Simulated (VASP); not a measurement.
# Al2Cu (P4/mmm) in VASP: notebook, part 2 of 2

VASP 6.6.1. Earlier steps stand in the parts before.

## (3) Relaxation of shape and atoms at fixed volume, r2SCAN

The input, POSCAR:

```
Al2Cu
1.0
    3.2582851127      0.0000000000      0.0000000000
    0.0000000000      3.2582851127      0.0000000000
    0.0000000000      0.0000000000      2.2948366489
Al Cu
2 1
Direct
    0.5000000000      0.0000000000      0.5000000000
    0.0000000000      0.5000000000      0.5000000000
    0.0000000000      0.0000000000      0.0000000000
```

The input, INCAR.step1:

```
SYSTEM = Al2Cu
PREC = Accurate
ENCUT = 600
ISMEAR = -1
SIGMA = 0.05
LREAL = .FALSE.
LASPH = .TRUE.
NELM = 80
GGA = PE
ALGO = Normal
EDIFF = 1E-4
LWAVE = .TRUE.
LCHARG = .FALSE.
```

The input, INCAR.step2:

```
SYSTEM = Al2Cu
PREC = Accurate
ENCUT = 600
EDIFF = 1E-6
ISMEAR = -1
SIGMA = 0.05
LREAL = .FALSE.
LASPH = .TRUE.
NELM = 80
ALGO = Normal
ISIF = 4
LWAVE = .FALSE.
LCHARG = .FALSE.
METAGGA = R2SCAN
LMIXTAU = .TRUE.
IBRION = 2
NSW = 50
EDIFFG = -0.01
ISTART = 1
```

The input, KPOINTS:

```
regular mesh
0
G
  9 9 12
  0 0 0
```

Potentials or basis: VASP PAW PBE potentials, release 64 (Al, Cu).

Launch:

```bash
> cat potpaw_PBE.64/Al/POTCAR potpaw_PBE.64/Cu/POTCAR > POTCAR
> cp INCAR.step1 INCAR
> mpirun -np 1 vasp_std > vasp.out
> cp INCAR.step2 INCAR
> mpirun -np 1 vasp_std > vasp.out
```

OUTCAR:

```text
SYSTEM = Al2Cu
   PREC = Accurate
   ENCUT = 600
   EDIFF = 1E-6
   ISMEAR = -1
   LREAL = .FALSE.
   LASPH = .TRUE.
   NELM = 80
   ISIF = 4
   METAGGA = R2SCAN
   IBRION = 2
   NSW = 50
   EDIFFG = -0.01
   ISTART = 1

 ion  position               nearest neighbor table
   1  0.500  0.000  0.500-   3 1.99   3 1.99   3 1.99   3 1.99   2 2.30   2 2.30   2 2.30   2 2.30
                             2 3.25   2 3.25   2 3.25   2 3.25   2 3.25   2 3.25   2 3.25   2 3.25
   2  0.000  0.500  0.500-   3 1.99   3 1.99   3 1.99   3 1.99   1 2.30   1 2.30   1 2.30   1 2.30
                             1 3.25   1 3.25   1 3.25   1 3.25   1 3.25   1 3.25   1 3.25   1 3.25
   3  0.000  0.000  0.000-   1 1.99   2 1.99   1 1.99   2 1.99   2 1.99   2 1.99   1 1.99   1 1.99

  LATTYP: Found a simple tetragonal cell.
 ALAT       =     3.2582851127
 C/A-ratio  =     0.7043081159
[... 280 lines left out ...]
      4       8.3786      2.00000
      5       9.0678      2.00000
      6       9.0678      2.00000
      7      12.8427      2.00000
      8      12.8427      2.00000
      9      17.0502      0.10208
     10      20.2529      0.00000
     11      25.8724      0.00000
     12      25.9468      0.00000
[... 331 lines left out ...]
 k-point    24 :       0.4444    0.1111    0.0833
  band No.  band energies     occupation
      1       2.7854      2.00000
      2       5.0114      2.00000
      3       6.8547      2.00000
      4       7.8848      2.00000
      5       8.6808      2.00000
      6       8.8797      2.00000
      7       9.1078      2.00000
      8      14.3805      2.00000
      9      17.2671      0.00140
     10      21.8828      0.00000
     11      23.0254      0.00000
     12      27.1201      0.00000

 [... further k-points ...]

------------------------ aborting loop because EDIFF is reached ----------------------------------------

  FORCE on cell =-STRESS in cart. coord.  units (eV):
  Direction    XX          YY          ZZ          XY          YZ          ZX
  --------------------------------------------------------------------------------------
  -------------------------------------------------------------------------------------
  Total       42.4652301     42.4652301     42.4634530      0.0000000     -0.0000000     -0.0000000
  in kB     2792.6346264   2792.6346264   2792.5177583      0.0000000     -0.0000000     -0.0000000
  external PRESSURE =    2792.5956703 kB  Pullay stress =       0.0000000 kB
[... 18 lines left out ...]
  FREE ENERGIE OF THE ION-ELECTRON SYSTEM (eV)
  ---------------------------------------------------
  free  energy   TOTEN  =       -13.0149633554 eV

  energy  without entropy=      -13.0095443943  energy(sigma->0) =      -13.01225387

 reached required accuracy - stopping structural energy minimisation
```

OUTCAR.step1:

```text
SYSTEM = Al2Cu
   PREC = Accurate
   ENCUT = 600
   ISMEAR = -1
   LREAL = .FALSE.
   LASPH = .TRUE.
[... 587 lines left out ...]
      1.62914      0.00000      1.14742         0.000000      0.000000      0.000000
      0.00000      1.62914      1.14742         0.000000      0.000000      0.000000
      0.00000      0.00000      0.00000         0.000000      0.000000      0.000000
 -----------------------------------------------------------------------------------
    total drift:                               -0.000000     -0.000000     -0.000000

  FREE ENERGIE OF THE ION-ELECTRON SYSTEM (eV)
  ---------------------------------------------------
  free  energy   TOTEN  =         0.6150384578 eV

  energy  without entropy=        0.6194519060  energy(sigma->0) =        0.61724518
```

OSZICAR.step1:

```text
N       E                     dE             d eps       ncg     rms          rms(c)
DAV:   1     0.995727389546E+02    0.99573E+02   -0.87723E+03  2576   0.217E+03
DAV:   2     0.237817341261E+01   -0.97195E+02   -0.91936E+02  2564   0.321E+02
DAV:   3    -0.240070918527E+01   -0.47789E+01   -0.45935E+01  3160   0.833E+01
DAV:   4    -0.250142152740E+01   -0.10071E+00   -0.10045E+00  3296   0.104E+01
DAV:   5    -0.250330713795E+01   -0.18856E-02   -0.18853E-02  3460   0.134E+00    0.153E+01
DAV:   6    -0.117160499474E+01    0.13317E+01   -0.31159E+01  2980   0.252E+02    0.717E+00
DAV:   7     0.455782987176E+00    0.16274E+01   -0.74919E+00  3012   0.114E+02    0.252E+00
DAV:   8     0.575496637090E+00    0.11971E+00   -0.31281E-01  4004   0.104E+01    0.147E+00
DAV:   9     0.614452617333E+00    0.38956E-01   -0.11562E-01  3096   0.158E+01    0.163E-01
DAV:  10     0.615111565465E+00    0.65895E-03   -0.49242E-03  4000   0.128E+00    0.238E-01
DAV:  11     0.615038457821E+00   -0.73108E-04   -0.10391E-04  1760   0.305E-01
   1 F= 0.61503846E+00 E0= 0.61724518E+00  d E =-.441345E-02
```

Wall time 4.9 min (1 thread of Intel Xeon Platinum 8259CL at 2.50GHz (Skylake/Cascade Lake), shared host); peak memory 0.17 GiB.

What came out:

| Property | Result |
| --- | --- |
| Free energy | -13.0150 eV |
| Energy gained by relaxing | 1.3 meV/atom |
| Ionic steps | 3 |
| Pressure after relaxing | 279.3 GPa |

Step by step:
| step | energy change (eV) | largest force (eV/Å) | pressure (GPa) | volume (Å³) |
| --- | --- | --- | --- | --- |
| 1 | 0.0000 | 0.0000 | 279.76 | 24.36 |
| 2 | -0.0023 | 0.0000 | 279.03 | 24.36 |
| 3 | -0.0038 | 0.0000 | 279.26 | 24.36 |

Final structure:
```cif
data_structure
_symmetry_space_group_name_H-M 'P 1'
_symmetry_Int_Tables_number 1
_cell_length_a 3.2468
_cell_length_b 3.2468
_cell_length_c 2.3111
_cell_angle_alpha 90.000
_cell_angle_beta 90.000
_cell_angle_gamma 90.000
_cell_volume 24.36
loop_
_atom_site_label
_atom_site_type_symbol
_atom_site_fract_x
_atom_site_fract_y
_atom_site_fract_z
_atom_site_occupancy
Al1 Al 0.50000 0.00000 0.50000 1
Al2 Al 0.00000 0.50000 0.50000 1
Cu1 Cu 0.00000 0.00000 0.00000 1
```

Caveat: the PAW data sets were made with another functional, which shifts forces and pressure a little.
